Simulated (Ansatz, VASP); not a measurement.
Si: VASP beside Ansatz

```xyz
17
Lattice="0.0000 5.4300 5.4300 5.4300 0.0000 5.4300 5.4300 5.4300 0.0000" Properties=species:S:1:pos:R:3 pbc="T T T"
Si   -0.0123    0.0500   -0.0520
Si    1.2374    1.5559    1.4777
Si    2.6517    2.7878    0.0580
Si    4.1005    4.1165    1.3127
Si    2.7634    0.0502    2.7212
Si    4.1753    1.4636    3.9652
Si    5.5241    2.8123    2.6163
Si    6.8282    4.1166    4.0386
Si   -0.2618    2.4581    2.9708
Si    1.2372    3.9514    3.8715
Si    2.6526    5.3710    2.6417
Si    3.7891    6.5086    4.3506
Si    2.7625    2.7063    5.3788
Si    4.2647    3.9541    6.9054
Si    5.4982    5.3703    5.4878
Si    6.8282    6.8189    6.7427
Si    2.2942    5.0180    5.8400
```

Alike in both runs: functional PBEsol; k mesh 2 × 2 × 2; occupations fermi-dirac, width 0.02 eV; no spin polarisation.

Ansatz relaxed the structure, and its values are those at the end. VASP's run is a single point on that final structure, the one shown.

```csv
,VASP,Ansatz
version,VASP 6.6.1,Ansatz 0.2.0
potentials or method,"VASP PAW PBE potentials, release 64 (Si), cutoff 520 eV","scalar-relativistic, plane waves, PAW"
valence electrons in the cell,68,68
```

```tsv
	VASP	Ansatz	Ansatz less VASP
rms of the force components (eV/Å)	0.006	0.006	+0.0002
```

VASP's potentials were made for PBE, not for PBEsol, and Ansatz warns of the same on its side. The functional is the same, so the differences come from potentials, cutoffs and numerics.

The k mesh is coarse, so the values compare programs but aren't converged.
